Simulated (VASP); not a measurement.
# TaN (P-6m2) in VASP: notebook

Runs on TaN. Level: LDA. Tasks: single point.

All numbers are computed with VASP 6.6.1; they aren't measurements. Logs are shortened: lines on timing, memory, paths and dates and some standing lists are left out, and cuts for length are marked.

### 1 The cell of the first run

The structure is hexagonal, space group P-6m2 (No. 187). The conventional cell has a = 2.938 Å, b = 2.938 Å, c = 2.883 Å, α = 90.00°, β = 90.00°, γ = 120.00°. Ta (site symmetry -6m2) has 6 N at 2.23 Å and 2 Ta at 2.88 Å within 2.9 Å. Within 2.9 Å of N (site symmetry -6m2) lie 6 Ta at 2.23 Å and 2 N at 2.88 Å.

### 2 Single point, LDA

Contents of INCAR:

```
SYSTEM = TaN
ALGO = Normal
EDIFF = 1E-7
ENCUT = 520
ISIF = 2
ISMEAR = 1
LASPH = .TRUE.
LCHARG = .FALSE.
LREAL = .FALSE.
LWAVE = .FALSE.
NBANDS = 15
NELM = 60
PREC = Accurate
SIGMA = 0.05
```

Contents of KPOINTS:

```
k-points
0
G
  11 11 10
  0 0 0
```

Contents of POSCAR:

```
TaN
1.0
    2.9380000000      0.0000000000      0.0000000000
   -1.4690000000      2.5443826400      0.0000000000
    0.0000000000      0.0000000000      2.8830000000
Ta N
1 1
Direct
    0.3333333333      0.6666666667      0.5000000000
    0.0000000000      0.0000000000      0.0000000000
```

Potentials or basis: VASP PAW LDA potentials, release 64 (Ta_pv, N).

On the command line:

```bash
> cat potpaw_LDA.64/Ta_pv/POTCAR potpaw_LDA.64/N/POTCAR > POTCAR
> mpirun -np 1 vasp_std > vasp.out
```

OUTCAR:

```text
SYSTEM = TaN
   EDIFF = 1E-7
   ENCUT = 520
   ISIF = 2
   ISMEAR = 1
   LASPH = .TRUE.
   LREAL = .FALSE.
   NELM = 60
   PREC = Accurate

 ion  position               nearest neighbor table
   1  0.333  0.667  0.500-   2 2.23   2 2.23   2 2.23   2 2.23   2 2.23   2 2.23
   2  0.000  0.000  0.000-   1 2.23   1 2.23   1 2.23   1 2.23   1 2.23   1 2.23

  LATTYP: Found a hexagonal cell.
 ALAT       =     2.9380000000
 C/A-ratio  =     0.9812797822

  Lattice vectors:

 A1 = (   2.9380000000,   0.0000000000,   0.0000000000)
 A2 = (  -1.4690000000,   2.5443826400,   0.0000000000)
 A3 = (   0.0000000000,   0.0000000000,   2.8830000000)

Analysis of symmetry for initial positions (statically):
=====================================================================
 Subroutine PRICEL returns:
 Original cell was already a primitive cell.

 Routine SETGRP: Setting up the symmetry group for a
 hexagonal supercell.

 Subroutine GETGRP returns: Found 12 space group operations
 (whereof 12 operations were pure point group operations)
 out of a pool of 24 trial point group operations.

The static configuration has the point symmetry D_3h.

Analysis of symmetry for dynamics (positions and initial velocities):
=====================================================================
 Subroutine PRICEL returns:
 Original cell was already a primitive cell.

 Routine SETGRP: Setting up the symmetry group for a
 hexagonal supercell.

 Subroutine GETGRP returns: Found 12 space group operations
 (whereof 12 operations were pure point group operations)
 out of a pool of 24 trial point group operations.

The dynamic configuration has the point symmetry D_3h.

 Subroutine INISYM returns: Found 12 space group operations
 (whereof 12 operations are pure point group operations),
 and found     1 'primitive' translations

----------------------------------------------------------------------------------------

                                     Primitive cell

  volume of cell :      21.5516

  direct lattice vectors                    reciprocal lattice vectors
     2.938000000  0.000000000  0.000000000     0.340367597  0.196511323  0.000000000
    -1.469000000  2.544382640  0.000000000     0.000000000  0.393022647  0.000000000
     0.000000000  0.000000000  2.883000000     0.000000000  0.000000000  0.346860909

  length of vectors
     2.938000000  2.938000003  2.883000000     0.393022647  0.393022647  0.346860909

  position of ions in fractional coordinates (direct lattice)
     0.333333333  0.666666667  0.500000000
     0.000000000  0.000000000  0.000000000

  ion indices of the primitive-cell ions
   primitive index   ion index
                 1           1
                 2           2

----------------------------------------------------------------------------------------

 KPOINTS: k-points

Automatic generation of k-mesh.
 Grid dimensions read from file:
 generate k-points for:   11   11   10

 Generating k-lattice:

  Cartesian coordinates                     Fractional coordinates (reciprocal lattice)
     0.030942509  0.017864666  0.000000000     0.090909091  0.000000000  0.000000000
     0.000000000  0.035729332  0.000000000     0.000000000  0.090909091  0.000000000
     0.000000000  0.000000000  0.034686091     0.000000000  0.000000000  0.100000000

  Length of vectors
     0.035729332  0.035729332  0.034686091

  Shift w.r.t. Gamma in fractional coordinates (k-lattice)
     0.000000000  0.000000000  0.000000000

 Subroutine IBZKPT returns following result:
 ===========================================

 Found     96 irreducible k-points:

 Following reciprocal coordinates:
            Coordinates               Weight
  0.000000  0.000000  0.000000      1.000000
  0.090909 -0.000000  0.000000      6.000000
  0.181818 -0.000000  0.000000      6.000000
  0.272727  0.000000  0.000000      6.000000
  0.363636  0.000000  0.000000      6.000000
  0.454545 -0.000000  0.000000      6.000000
[... 16 lines left out ...]
  0.090909  0.090909  0.100000     12.000000
  0.181818  0.090909  0.100000     24.000000
 [... further k-points ...]
   k-points           NKPTS =     96   k-points in BZ     NKDIM =     96   number of bands    NBANDS=     15
   number of dos      NEDOS =    301   number of ions     NIONS =      2
   total plane-waves  NPLWV =  13824
   dimension x,y,z NGX =    24 NGY =   24 NGZ =   24
   dimension x,y,z NGXF=    48 NGYF=   48 NGZF=   48
   ions per type =               1   1
   NGX,Y,Z   is equivalent  to a cutoff of  13.58, 13.58, 13.84 a.u.
   NGXF,Y,Z  is equivalent  to a cutoff of  27.16, 27.16, 27.68 a.u.
 SYSTEM =  TaN
   PREC   = accura    normal or accurate (medium, high low for compatibility)
   ISTART =      0    job   : 0-new  1-cont  2-samecut
   ICHARG =      2    charge: 1-file 2-atom 10-const
   ISPIN  =      1    spin polarized calculation?
   LNONCOLLINEAR =      F non collinear calculations
   LSORBIT =      F    spin-orbit coupling
   LASPH  =      T    aspherical Exc in radial PAW
   ENCUT  =  520.0 eV  38.22 Ry    6.18 a.u.   5.46  5.46  5.36*2*pi/ulx,y,z
   NELM   =     60;   NELMIN=  2; NELMDL= -5     # of ELM steps
   EDIFF  = 0.1E-06   stopping-criterion for ELM
   LREAL  =      F    real-space projection
   EDIFFG = 0.1E-05   stopping-criterion for IOM
   NSW    =      0    number of steps for IOM
   IBRION =     -1    ionic relax: 0-MD 1-quasi-New 2-CG
   NFREE  =      0    steps in history (QN), initial steepest desc. (CG)
   ISIF   =      2    stress and relaxation
   ISYM   =      2    0-nonsym 1-usesym 2-fastsym
   POTIM  = 0.5000    time-step for ionic-motion
   TEBEG  =    0.0;   TEEND  =   0.0 temperature during run
   PSTRESS=    0.0 pullay stress
   NELECT =      16.0000    total number of electrons
   NUPDOWN=      -1.0000    fix difference up-down
   EMIN   =  10.00;   EMAX   =-10.00  energy-range for DOS
   EFERMI =   0.00;   METHOD = LEGACY
   ISMEAR =     1;   SIGMA  =   0.05  broadening in eV -4-tet -1-fermi 0-gaus
   EFERMI_NEDOS =   21; number of points for ismear=-14 and -15
   IALGO  =     38    algorithm
   IMIX   =      4    mixing-type and parameters
     AMIX     =   0.40;   BMIX     =  1.00
     AMIX_MAG =   1.60;   BMIX_MAG =  1.00
  volume/ion in A,a.u.               =      10.78        72.72
  Fermi-wavevector in a.u.,A,eV,Ry     =   1.482365  2.801264 29.897531  2.197407
  Thomas-Fermi vector in A             =   2.596160
   LORBIT       =      0    0 simple, 1 ext, 2 COOP (PROOUT), +10 PAW based schemes
   GGA     = CA    functional components
   LHFCALC =     F    Hartree Fock is set to
   AEXX    =    0.0000 exact exchange contribution
   IVDW    =     0    specifies the selected vdW correction
   LEPSILON=     F    determine dielectric tensor
   LRPA    =     F    only Hartree local field effects (RPA)
 non-spin polarized calculation
 Methfessel and Paxton  Order N= 1 SIGMA  =   0.05
  energy-cutoff  :      520.00
  volume of cell :       21.55
 maximum number of plane-waves:       599
 NGX is ok and might be reduce to    24
   NGX = 11   NGY = 11   NGZ = 11

 number of electron      16.0000001 magnetization

 Free energy of the ion-electron system (eV)
  ---------------------------------------------------
  ext. energy  EPLUGINS =         0.00000000
  ---------------------------------------------------
  free energy    TOTEN  =       -24.70067032 eV

  energy without entropy =      -24.70063912  energy(sigma->0) =      -24.70065992

 E-fermi :   8.0892     XC(G=0): -13.5826

 val. band max:        8.0739187364   @ k =   0.0000   0.0000   0.4000
 cond. band min:       8.2819454305   @ k =   0.0909  -0.0000   0.5000
 fundamental gap:      0.2080266942
 Fermi energy:         8.0891792413

 k-point     1 :       0.0000    0.0000    0.0000
  band No.  band energies     occupation
      1     -26.5258      2.00000
      2     -26.2588      2.00000
      3     -26.2588      2.00000
      4      -9.4286      2.00000
      5       3.5640      2.00000
      6       3.5640      2.00000
      7       3.9096      2.00000
      8       5.2341      2.00000
      9      10.4745      0.00000
     10      11.6878      0.00000
     11      11.6878      0.00000
     12      12.0371      0.00000
     13      12.0371      0.00000
     14      20.4900      0.00000
     15      21.2912      0.00000

 k-point     2 :       0.0909   -0.0000    0.0000
  band No.  band energies     occupation
      1     -26.5142      2.00000
      2     -26.3493      2.00000
      3     -26.2781      2.00000
      4      -9.2548      2.00000
      5       3.0679      2.00000
      6       3.6953      2.00000
      7       4.1526      2.00000
      8       4.9857      2.00000
      9      11.0513      0.00000
     10      11.3619      0.00000
     11      11.7142      0.00000
     12      11.9498      0.00000
     13      12.2655      0.00000
     14      20.4914      0.00000
     15      21.2469      0.00000

 k-point     3 :       0.1818   -0.0000    0.0000
  band No.  band energies     occupation
      1     -26.5855      2.00000
      2     -26.4832      2.00000
      3     -26.3296      2.00000
      4      -8.7830      2.00000
      5       2.0779      2.00000
      6       4.0365      2.00000
      7       4.4006      2.00000
      8       4.6681      2.00000
      9      10.5830      0.00000
     10      11.7242      0.00000
     11      11.8516      0.00000
     12      12.4501      0.00000
     13      12.7413      0.00000
     14      20.4952      0.00000
     15      21.2037      0.00000
[... 343 lines left out ...]
 k-point    23 :       0.0909    0.0909    0.1000
  band No.  band energies     occupation
      1     -26.5902      2.00000
      2     -26.4932      2.00000
      3     -26.3108      2.00000
      4      -8.7554      2.00000
      5       2.5016      2.00000
      6       3.3896      2.00000
      7       3.9694      2.00000
      8       5.4907      2.00000
      9      10.2856      0.00000
     10      10.7578      0.00000
     11      11.9888      0.00000
     12      12.8391      0.00000
     13      13.1839      0.00000
     14      20.4915      0.00000
     15      21.0927      0.00000

 k-point    24 :       0.1818    0.0909    0.1000
  band No.  band energies     occupation
      1     -26.7490      2.00000
      2     -26.5449      2.00000
      3     -26.3830      2.00000
      4      -8.2440      2.00000
      5       1.5943      2.00000
      6       3.2950      2.00000
      7       4.1917      2.00000
      8       5.5267      2.00000
      9       9.9262      0.00000
     10      10.9975      0.00000
     11      12.4480      0.00000
     12      13.0083      0.00000
     13      14.2235      0.00000
     14      20.4942      0.00000
     15      21.0124      0.00000

 [... further k-points ...]
[... 5 lines left out ...]
  --------------------------------------------------------------------------------------
  -------------------------------------------------------------------------------------
  Total       -1.2519045     -1.2519045     -1.4539487      0.0000000      0.0000000      0.0000000
  in kB      -93.0685479    -93.0685482   -108.0888318      0.0000000      0.0000000      0.0000000
  external PRESSURE =     -98.0753093 kB  Pullay stress =       0.0000000 kB

 VOLUME and BASIS-vectors are now :
 -----------------------------------------------------------------------------
  energy-cutoff  :      520.00
  volume of cell :       21.55
      direct lattice vectors                 reciprocal lattice vectors
     2.938000000  0.000000000  0.000000000     0.340367597  0.196511323  0.000000000
    -1.469000000  2.544382640  0.000000000     0.000000000  0.393022647  0.000000000
     0.000000000  0.000000000  2.883000000     0.000000000  0.000000000  0.346860909

 POSITION                                       TOTAL-FORCE (eV/Angst)
 -----------------------------------------------------------------------------------
     -0.00000      1.69626      1.44150        -0.000000      0.000000      0.000000
      0.00000      0.00000      0.00000         0.000000     -0.000000      0.000000
 -----------------------------------------------------------------------------------
    total drift:                                0.000000      0.000000     -0.000000

  FREE ENERGIE OF THE ION-ELECTRON SYSTEM (eV)
  ---------------------------------------------------
  free  energy   TOTEN  =       -24.7006703229 eV

  energy  without entropy=      -24.7006391181  energy(sigma->0) =      -24.70065992
```

It took 44 s on 1 thread of AMD EPYC 7R13 (Zen 3), shared host; peak memory 0.12 GiB.

What came out:

```
Free energy            : -24.7007 eV
Pressure               : -9.8 GPa
Band gap on the k mesh : zero (band 8 reaches 8.48 eV, above the bottom of band 9 at 7.99 eV)
```

Stress tensor (GPa, compression positive):
```
 -9.31   0.00   0.00
  0.00  -9.31   0.00
  0.00   0.00 -10.81
```

Caveat: spin-orbit coupling is left out, which moves the levels of the heavy elements.

### 3 Single point, LDA

Contents of INCAR:

```
ALGO = Normal ; EDIFF = 1E-6
ENCUT = 520 ; ISIF = 2
ISMEAR = 1 ; LASPH = T
LCHARG = T ; LELF = T
LREAL = F ; LVHAR = T
LWAVE = F ; NBANDS = 15
NELM = 100 ; PREC = Accurate
SIGMA = 0.05
```

Contents of KPOINTS:

```
k-points
0
Gamma
  11 11 10
```

POSCAR is that of step 2.

Potentials or basis: VASP PAW LDA potentials, release 64 (Ta_pv, N).

On the command line:

```bash
> cat potpaw_LDA.64/Ta_pv/POTCAR potpaw_LDA.64/N/POTCAR > POTCAR
> mpirun -np 1 vasp_std > vasp.out
```

It took 42 s on 1 thread of AMD EPYC 7R13 (Zen 3), shared host; peak memory 0.12 GiB.

The run converged. Its results:

```yaml
Free_energy: -24.7007 eV
Pressure: -9.8 GPa
Band_gap_on_the_k_mesh: zero (band 8 reaches 8.48 eV, above the bottom of band 9 at 7.99 eV)
```

Stress tensor (GPa, compression positive):
```
 -9.29   0.00   0.00
  0.00  -9.29   0.00
  0.00   0.00 -10.80
```

Levels at points of the mesh, in eV from the Fermi level:
| k point | band 5 | band 6 | band 7 | band 8 | band 9 | band 10 | band 11 | band 12 |
| --- | --- | --- | --- | --- | --- | --- | --- | --- |
| (0.00, 0.00, 0.00) | -4.53 | -4.53 | -4.18 | -2.86 | 2.39 | 3.60 | 3.60 | 3.95 |
| (0.00, 0.00, 0.50) | -9.29 | -3.71 | -3.71 | -0.10 | -0.10 | 2.45 | 3.29 | 3.29 |

Caveat: spin-orbit coupling is left out, which moves the levels of the heavy elements.
